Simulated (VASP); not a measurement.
BN:

```
CELL_PARAMETERS angstrom
2.49824 0.00000 0.00000
-1.24912 2.16354 0.00000
0.00000 0.00000 6.63570
ATOMIC_POSITIONS crystal
B 0.33333 0.66667 0.25000
B 0.66667 0.33333 0.75000
N 0.33333 0.66667 0.75000
N 0.66667 0.33333 0.25000
```

Base run:

| Item | Value |
| --- | --- |
| Program | VASP 6.6.1 |
| Functional | revPBE |
| Potentials or basis | VASP PAW PBE potentials, release 64 (B, N) |
| Cutoff | 520 eV |
| k mesh | 12 × 12 × 4 |
| Occupations | fermi-dirac, width 0.1 eV |
| Spin | no spin polarisation |

Its results: band gap on the k mesh 4.37 eV, indirect (least direct gap 4.72 eV); pressure 8.2 GPa.

Problem. The run is repeated on the same cell with these changes: functional from revPBE to r2SCAN. What comes out?

Solution. Band gap on the k mesh 4.89 eV, indirect (least direct gap 5.32 eV); pressure 1.5 GPa.

r2SCAN gives the wider gap, since meta-GGAs in the generalised Kohn-Sham scheme recover part of the derivative discontinuity.

Caveats: the PAW data sets were made with another functional, which shifts forces and pressure a little; this functional lacks dispersion, which binds the layers, so the pressure and a relaxed spacing across them are unreliable (some runs).

A k mesh can miss the band edges.
